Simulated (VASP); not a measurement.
Runs of VASP 6.6.1 on Ru. The structure is that of space group P6_3/mmc (No. 194), or close to it. The cells are those of the table. 

```csv
cell,gap on the mesh (eV),pressure (GPa)
"a = 2.741, b = 2.741, c = 4.338 Å, angles 90.0, 90.0, 120.0°, 2 atoms",none,-7.6
"a = 2.768, b = 2.768, c = 4.380 Å, angles 90.0, 90.0, 120.0°, 2 atoms",none,-14.9
"a = 2.715, b = 2.715, c = 4.296 Å, angles 90.0, 90.0, 120.0°, 2 atoms",none,(b)
"a = 2.660, b = 2.660, c = 4.209 Å, angles 90.0, 90.0, 120.0°, 2 atoms",none,23.8
"a = 2.688, b = 2.688, c = 4.253 Å, angles 90.0, 90.0, 120.0°, 2 atoms",none,(a)
```

Alike in all rows: task single point; level PBE; potentials or basis VASP PAW PBE potentials, release 64 (Ru_pv); no spin polarisation; k mesh 12 × 12 × 7; cutoff (eV) 520; smearing fermi-dirac 0.05 eV.

Task: Fill in the values left out.

Result: (a) 11.4; (b) 1.1.

A k mesh can miss the band edges, and the runs leave out spin-orbit coupling on Ru.

A gap of «none» marks levels without a gap at the run's occupations.
